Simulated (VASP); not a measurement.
## HfN: single point with HF

HfN:

```
CELL_PARAMETERS angstrom
2.82503 0.00000 0.00000
0.00000 2.82503 0.00000
0.00000 0.00000 2.82503
ATOMIC_POSITIONS crystal
Hf 0.50000 0.50000 0.50000
N 0.00000 0.00000 0.00000
```

- Program: VASP 6.6.1
- Task: single point
- Functional: HF
- Potentials or basis: VASP PAW PBE potentials, release 64 (Hf_pv, N)
- Cutoff: 520 eV
- k mesh: 5 × 5 × 5
- Occupations: fermi-dirac, width 0.05 eV
- Spin: no spin polarisation
- Dipole correction: no
- Grid for exact exchange (PRECFOCK): Normal
- Further INCAR settings: ALGO = Normal; EDIFF = 1e-06; NBANDS = 14
- Share of exact exchange: 1

* Pressure: -7.4 GPa
* Band gap on the k mesh: zero (an odd number of electrons rules out a gap without spin polarisation)

Levels at points of the mesh, in eV from the Fermi level:
| k point | band 6 | band 7 | band 8 | band 9 | band 10 | band 11 |
| --- | --- | --- | --- | --- | --- | --- |
| (0.00, 0.00, 0.00) | -7.37 | -7.37 | -6.87 | -6.87 | 6.07 | 9.26 |

It took 14 min on 1 thread of Intel Xeon 8259CL (shared host), peak memory 0.15 GiB.

Caveat: the k points lie up to 0.44 Å⁻¹ apart, too coarse for converged energies and pressures of a metal; the PAW data sets were made with another functional, which shifts forces and pressure a little; spin-orbit coupling is left out, which moves the levels of the heavy elements.
